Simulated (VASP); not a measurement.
# TiSi16 (a cell with a defect) in VASP: single point with PBE+D3(BJ)

Aim: the single point of TiSi16 (a cell with a defect) with PBE+D3(BJ).

Program: VASP 6.6.1. These are calculated values, not measurements. Logs are shortened: lines on timing, memory, paths and dates and some standing lists are left out, and cuts for length are marked.

## (1) The cell of the first run

The cell holds a defect, 17 atoms: a = 7.679 Å, b = 7.679 Å, c = 7.679 Å, α = 60.00°, β = 60.00°, γ = 60.00°.

## (2) Single point, PBE+D3(BJ)

Input file INCAR:

```
SYSTEM = TiSi16
PREC = Accurate
ENCUT = 520
EDIFF = 1E-6
ISMEAR = 0
SIGMA = 0.05
LREAL = Auto
LASPH = .True.
NELM = 80
ALGO = Normal
ISIF = 2
LWAVE = .False.
LCHARG = .False.
GGA = PE
IVDW = 12
NBANDS = 52
```

Input file KPOINTS:

```
Automatic mesh
0
Gamma
  2 2 2
  0 0 0
```

Input file POSCAR:

```
TiSi16
1.0
    0.0000000000      5.4300000000      5.4300000000
    5.4300000000      0.0000000000      5.4300000000
    5.4300000000      5.4300000000      0.0000000000
Si Ti
16 1
Direct
   -0.0173815838     -0.0168106814      0.0514543278
    0.1253594843      0.1258576427      0.1373038674
    0.0116387661      0.0120380295      0.5083514733
    0.1078019337      0.1086269797      0.6757708103
    0.0134035912      0.4994122468     -0.0121216390
    0.1255717311      0.6120757827      0.1366115101
    0.0118455801      0.4686501842      0.5075849908
    0.1569497238      0.6132086556      0.6167727440
    0.4989352670      0.0129463168     -0.0107883057
    0.6112583794      0.1256355433      0.1378046041
    0.4681622468      0.0115836096      0.5090263352
    0.6128293738      0.1562116943      0.6182284530
    0.4991681400      0.4992408840     -0.0114381215
    0.6420056169      0.6418330571      0.0743829650
    0.5172675875      0.5162583794      0.4500633517
    0.6131674954      0.6131813076      0.6174601289
    0.8126191529      0.8124574586      0.5628274401
```

Potentials or basis: VASP PAW PBE potentials, release 64 (Si, Ti_sv).

On the command line:

```bash
cat potpaw_PBE.64/Si/POTCAR potpaw_PBE.64/Ti_sv/POTCAR > POTCAR
mpirun -np 1 vasp_std > vasp.out
```

OUTCAR:

```text
SYSTEM = TiSi16
   PREC = Accurate
   ENCUT = 520
   EDIFF = 1E-6
   ISMEAR = 0
   LREAL = Auto
   LASPH = .True.
   NELM = 80
   ISIF = 2
   GGA = PE
   IVDW = 12
 IVDW          = 12

 ion  position               nearest neighbor table
   1  0.983  0.983  0.051-   6 2.34   2 2.34  10 2.34   4 2.36
   2  0.125  0.126  0.137-   3 2.33   1 2.34   9 2.35   5 2.35
   3  0.012  0.012  0.508-   4 2.28   2 2.33  17 2.43  12 2.51   8 2.51
   4  0.108  0.109  0.676-   7 2.28   3 2.28  11 2.28   1 2.36
   5  0.013  0.499  0.988-   8 2.33  14 2.34   6 2.35   2 2.35
   6  0.126  0.612  0.137-   7 2.33   1 2.34  13 2.35   5 2.35
   7  0.012  0.469  0.508-   4 2.28   6 2.33  17 2.43  16 2.50   8 2.51
   8  0.157  0.613  0.617-  15 2.28   5 2.33  17 2.43   7 2.51   3 2.51
   9  0.499  0.013  0.989-  12 2.33  14 2.34   2 2.35  10 2.35
  10  0.611  0.126  0.138-  11 2.33   1 2.34   9 2.35  13 2.35
  11  0.468  0.012  0.509-   4 2.28  10 2.33  17 2.43  16 2.50  12 2.50
  12  0.613  0.156  0.618-  15 2.28   9 2.33  17 2.43  11 2.50   3 2.51
  13  0.499  0.499  0.989-  16 2.33  14 2.34   6 2.35  10 2.35
  14  0.642  0.642  0.074-   9 2.34  13 2.34   5 2.34  15 2.36
  15  0.517  0.516  0.450-  12 2.28   8 2.28  16 2.28  14 2.36
  16  0.613  0.613  0.617-  15 2.28  13 2.33  17 2.43  11 2.50   7 2.50
  17  0.813  0.812  0.563-   8 2.43   3 2.43  11 2.43   7 2.43  16 2.43  12 2.43

  LATTYP: Found a face centered cubic cell.
 ALAT       =    10.8600000000

  Lattice vectors:

 A1 = (   0.0000000000,   5.4300000000,   5.4300000000)
 A2 = (   5.4300000000,   0.0000000000,   5.4300000000)
 A3 = (   5.4300000000,   5.4300000000,   0.0000000000)

Analysis of symmetry for initial positions (statically):
=====================================================================
 Subroutine PRICEL returns:
 Original cell was already a primitive cell.

 Routine SETGRP: Setting up the symmetry group for a
 face centered cubic supercell.

 Subroutine GETGRP returns: Found  1 space group operations
 (whereof  1 operations were pure point group operations)
 out of a pool of 48 trial point group operations.

The static configuration has the point symmetry C_1 .

Analysis of symmetry for dynamics (positions and initial velocities):
=====================================================================
 Subroutine PRICEL returns:
 Original cell was already a primitive cell.

 Routine SETGRP: Setting up the symmetry group for a
 face centered cubic supercell.

 Subroutine GETGRP returns: Found  1 space group operations
 (whereof  1 operations were pure point group operations)
 out of a pool of 48 trial point group operations.

The dynamic configuration has the point symmetry C_1 .

 Subroutine INISYM returns: Found  1 space group operations
 (whereof  1 operations are pure point group operations),
 and found     1 'primitive' translations

----------------------------------------------------------------------------------------

                                     Primitive cell

  volume of cell :     320.2060

  direct lattice vectors                    reciprocal lattice vectors
     0.000000000  5.430000000  5.430000000    -0.092081031  0.092081031  0.092081031
     5.430000000  0.000000000  5.430000000     0.092081031 -0.092081031  0.092081031
     5.430000000  5.430000000  0.000000000     0.092081031  0.092081031 -0.092081031

  length of vectors
     7.679179644  7.679179644  7.679179644     0.159489025  0.159489025  0.159489025

  position of ions in fractional coordinates (direct lattice)
     0.982618416  0.983189319  0.051454328
     0.125359484  0.125857643  0.137303867
     0.011638766  0.012038029  0.508351473
     0.107801934  0.108626980  0.675770810
     0.013403591  0.499412247  0.987878361
     0.125571731  0.612075783  0.136611510
[... 9 lines left out ...]
     0.613167495  0.613181308  0.617460129
     0.812619153  0.812457459  0.562827440

  ion indices of the primitive-cell ions
   primitive index   ion index
                 1           1
                 2           2
                 3           3
                 4           4
                 5           5
                 6           6
[... 9 lines left out ...]
                16          16
                17          17

----------------------------------------------------------------------------------------

 KPOINTS: Automatic mesh

Automatic generation of k-mesh.
 Grid dimensions read from file:
 generate k-points for:    2    2    2

 Generating k-lattice:

  Cartesian coordinates                     Fractional coordinates (reciprocal lattice)
    -0.046040516  0.046040516  0.046040516     0.500000000  0.000000000  0.000000000
     0.046040516 -0.046040516  0.046040516     0.000000000  0.500000000  0.000000000
     0.046040516  0.046040516 -0.046040516     0.000000000  0.000000000  0.500000000

  Length of vectors
     0.079744512  0.079744512  0.079744512

  Shift w.r.t. Gamma in fractional coordinates (k-lattice)
     0.000000000  0.000000000  0.000000000

 Subroutine IBZKPT returns following result:
 ===========================================

 Found      8 irreducible k-points:

 Following reciprocal coordinates:
            Coordinates               Weight
  0.000000  0.000000  0.000000      1.000000
  0.500000  0.000000  0.000000      1.000000
  0.000000  0.500000  0.000000      1.000000
  0.000000  0.000000  0.500000      1.000000
  0.500000  0.500000  0.500000      1.000000
  0.500000  0.500000  0.000000      1.000000
  0.000000  0.500000  0.500000      1.000000
  0.500000  0.000000  0.500000      1.000000
   k-points           NKPTS =      8   k-points in BZ     NKDIM =      8   number of bands    NBANDS=     52
   number of dos      NEDOS =    301   number of ions     NIONS =     17
   total plane-waves  NPLWV = 216000
   dimension x,y,z NGX =    60 NGY =   60 NGZ =   60
   dimension x,y,z NGXF=   120 NGYF=  120 NGZF=  120
   ions per type =              16   1
   NGX,Y,Z   is equivalent  to a cutoff of  12.99, 12.99, 12.99 a.u.
   NGXF,Y,Z  is equivalent  to a cutoff of  25.98, 25.98, 25.98 a.u.
 SYSTEM =  TiSi16
   PREC   = accura    normal or accurate (medium, high low for compatibility)
   ISTART =      0    job   : 0-new  1-cont  2-samecut
   ICHARG =      2    charge: 1-file 2-atom 10-const
   ISPIN  =      1    spin polarized calculation?
   LNONCOLLINEAR =      F non collinear calculations
   LSORBIT =      F    spin-orbit coupling
   LASPH  =      T    aspherical Exc in radial PAW
   ENCUT  =  520.0 eV  38.22 Ry    6.18 a.u.  14.28 14.28 14.28*2*pi/ulx,y,z
   NELM   =     80;   NELMIN=  2; NELMDL= -5     # of ELM steps
   EDIFF  = 0.1E-05   stopping-criterion for ELM
   LREAL  =      T    real-space projection
   EDIFFG = 0.1E-04   stopping-criterion for IOM
   NSW    =      0    number of steps for IOM
   IBRION =     -1    ionic relax: 0-MD 1-quasi-New 2-CG
   NFREE  =      0    steps in history (QN), initial steepest desc. (CG)
   ISIF   =      2    stress and relaxation
   ISYM   =      2    0-nonsym 1-usesym 2-fastsym
   POTIM  = 0.5000    time-step for ionic-motion
   TEBEG  =    0.0;   TEEND  =   0.0 temperature during run
   PSTRESS=    0.0 pullay stress
   NELECT =      76.0000    total number of electrons
   NUPDOWN=      -1.0000    fix difference up-down
   EMIN   =  10.00;   EMAX   =-10.00  energy-range for DOS
   EFERMI =   0.00;   METHOD = LEGACY
   ISMEAR =     0;   SIGMA  =   0.05  broadening in eV -4-tet -1-fermi 0-gaus
   EFERMI_NEDOS =   21; number of points for ismear=-14 and -15
   IALGO  =     38    algorithm
   IMIX   =      4    mixing-type and parameters
     AMIX     =   0.40;   BMIX     =  1.00
     AMIX_MAG =   1.60;   BMIX_MAG =  1.00
  volume/ion in A,a.u.               =      18.84       127.11
  Fermi-wavevector in a.u.,A,eV,Ry     =   1.013607  1.915439 13.978610  1.027399
  Thomas-Fermi vector in A             =   2.146786
   LORBIT       =      0    0 simple, 1 ext, 2 COOP (PROOUT), +10 PAW based schemes
   GGA     = PE    functional components
   LHFCALC =     F    Hartree Fock is set to
   AEXX    =    0.0000 exact exchange contribution
   IVDW    =    12    specifies the selected vdW correction
   LEPSILON=     F    determine dielectric tensor
   LRPA    =     F    only Hartree local field effects (RPA)
 non-spin polarized calculation
 Gauss-broadening in eV      SIGMA  =   0.05
  energy-cutoff  :      520.00
  volume of cell :      320.21
 maximum number of plane-waves:      8646
 NGX is ok and might be reduce to    60
   NGX = 29   NGY = 29   NGZ = 29

 number of electron      76.0000002 magnetization

 Free energy of the ion-electron system (eV)
  ---------------------------------------------------
  ext. energy  EPLUGINS =         0.00000000
  ---------------------------------------------------
  free energy    TOTEN  =       -90.50470757 eV

  energy without entropy =      -90.48381258  energy(sigma->0) =      -90.49426007

 E-fermi :   6.8932     XC(G=0):  -9.7543

 val. band max:        6.8491259749   @ k =   0.0000   0.0000   0.0000
 cond. band min:       6.8992298108   @ k =   0.5000   0.0000   0.5000
 fundamental gap:      0.0501038359
 Fermi energy:         6.8932219347

 k-point     1 :       0.0000    0.0000    0.0000
  band No.  band energies     occupation
      1     -49.9376      2.00000
      2     -26.4105      2.00000
      3     -26.2548      2.00000
      4     -26.2520      2.00000
      5      -5.6565      2.00000
      6      -3.4479      2.00000
[... 42 lines left out ...]
     49       8.5056      0.00000
     50       8.9219      0.00000

 k-point     2 :       0.5000    0.0000    0.0000
  band No.  band energies     occupation
      1     -49.9376      2.00000
      2     -26.4105      2.00000
      3     -26.2548      2.00000
      4     -26.2520      2.00000
      5      -4.8560      2.00000
      6      -4.8259      2.00000
[... 42 lines left out ...]
     49       9.5644      0.00000
     50       9.9058      0.00000

 k-point     3 :       0.0000    0.5000    0.0000
  band No.  band energies     occupation
      1     -49.9376      2.00000
      2     -26.4105      2.00000
      3     -26.2548      2.00000
      4     -26.2520      2.00000
      5      -4.8560      2.00000
      6      -4.8259      2.00000
[... 42 lines left out ...]
     49       9.5567      0.00000
     50       9.9055      0.00000

 k-point     4 :       0.0000    0.0000    0.5000
  band No.  band energies     occupation
      1     -49.9376      2.00000
      2     -26.4105      2.00000
      3     -26.2548      2.00000
      4     -26.2520      2.00000
      5      -4.8775      2.00000
      6      -4.8236      2.00000
[... 42 lines left out ...]
     49       9.6455      0.00000
     50       9.9030      0.00000

 k-point     5 :       0.5000    0.5000    0.5000
  band No.  band energies     occupation
      1     -49.9376      2.00000
      2     -26.4105      2.00000
      3     -26.2548      2.00000
      4     -26.2520      2.00000
      5      -4.8560      2.00000
      6      -4.8259      2.00000
[... 42 lines left out ...]
     49       9.5608      0.00000
     50       9.9056      0.00000

 k-point     6 :       0.5000    0.5000    0.0000
  band No.  band energies     occupation
      1     -49.9376      2.00000
      2     -26.4105      2.00000
      3     -26.2548      2.00000
      4     -26.2520      2.00000
      5      -4.5748      2.00000
      6      -4.5493      2.00000
[... 42 lines left out ...]
     49       9.9715      0.00000
     50      10.4820      0.00000

 k-point     7 :       0.0000    0.5000    0.5000
  band No.  band energies     occupation
      1     -49.9376      2.00000
      2     -26.4105      2.00000
      3     -26.2548      2.00000
      4     -26.2520      2.00000
      5      -4.5754      2.00000
      6      -4.5487      2.00000
[... 42 lines left out ...]
     49       9.9691      0.00000
     50      10.4826      0.00000

 k-point     8 :       0.5000    0.0000    0.5000
  band No.  band energies     occupation
      1     -49.9376      2.00000
      2     -26.4105      2.00000
      3     -26.2548      2.00000
      4     -26.2520      2.00000
      5      -4.5743      2.00000
      6      -4.5497      2.00000
[... 42 lines left out ...]
     49       9.9738      0.00000
     50      10.4815      0.00000
 [bands above 50 left out]

------------------------ aborting loop because EDIFF is reached ----------------------------------------

 Edisp (eV)   -5.83673

 E8    (eV) :    -2.4409

  FORCE on cell =-STRESS in cart. coord.  units (eV):
  Direction    XX          YY          ZZ          XY          YZ          ZX
  --------------------------------------------------------------------------------------
  -------------------------------------------------------------------------------------
  Total       5.50211     5.55193     5.52507    -1.90789     1.88271     1.93062
  in kB      27.53026    27.77954    27.64515    -9.54626     9.42030     9.66004
  external pressure =       27.65 kB  Pullay stress =        0.00 kB

 VOLUME and BASIS-vectors are now :
 -----------------------------------------------------------------------------
  energy-cutoff  :      520.00
  volume of cell :      320.21
      direct lattice vectors                 reciprocal lattice vectors
     0.000000000  5.430000000  5.430000000    -0.092081031  0.092081031  0.092081031
     5.430000000  0.000000000  5.430000000     0.092081031 -0.092081031  0.092081031
     5.430000000  5.430000000  0.000000000     0.092081031  0.092081031 -0.092081031

 POSITION                                       TOTAL-FORCE (eV/Angst)
 -----------------------------------------------------------------------------------
      5.61811      5.61501     10.67434         0.015302      0.014552     -0.014056
      1.42897      1.42626      1.36411         0.000010      0.000206      0.018542
      2.82572      2.82355      0.12857        -0.001955      0.002131     -0.000872
      4.25928      4.25480      1.17521        -0.002634      0.003419     -0.000039
      8.07599      5.43696      2.78459         0.001804      0.019123     -0.000733
      4.06537      1.42365      4.00543        -0.017408      0.001776      0.001081
[... 9 lines left out ...]
      6.68238      6.68231      6.65907        -0.004103      0.001073     -0.007095
      7.46780      7.46867      8.82417        -0.005463     -0.007753     -0.002588
 -----------------------------------------------------------------------------------
    total drift:                               -0.003994     -0.007768     -0.007314

  FREE ENERGIE OF THE ION-ELECTRON SYSTEM (eV)
  ---------------------------------------------------
  free  energy   TOTEN  =       -96.3414343159 eV

  energy  without entropy=      -96.3205393184  energy(sigma->0) =      -96.33098682
```

Wall time 8.8 min (1 thread of Intel Xeon 8259CL, shared host); peak memory 0.49 GiB.

What came out:

```yaml
Free_energy: -96.3414 eV
Pressure: 2.8 GPa
Largest_force: 0.025 eV/Å
Band_gap_on_the_k_mesh: zero (bands 38 and 39 overlap by 0.20 eV)
Dispersion_energy_per_atom: -0.343 eV
```

Forces in eV/Å, atoms in the order of the input:
```
Si   0.015  0.015 -0.014
Si   0.000  0.000  0.019
Si  -0.002  0.002 -0.001
Si  -0.003  0.003  0.000
Si   0.002  0.019 -0.001
Si  -0.017  0.002  0.001
Si  -0.001  0.005  0.002
Si   0.000 -0.003  0.001
Si   0.020  0.003  0.001
Si   0.001 -0.018  0.000
Si   0.001 -0.010  0.000
Si   0.007  0.003  0.005
Si   0.000  0.001 -0.019
Si  -0.014 -0.013  0.013
Si   0.000 -0.003  0.003
Si  -0.004  0.001 -0.007
Ti  -0.005 -0.008 -0.003
```

Stress tensor (GPa, compression positive):
```
 2.75 -0.95  0.97
-0.95  2.78  0.94
 0.97  0.94  2.76
```

Caveat: the k points lie up to 0.50 Å⁻¹ apart.

The gap in the log of VASP goes by the Fermi energy; the results here count the filled bands.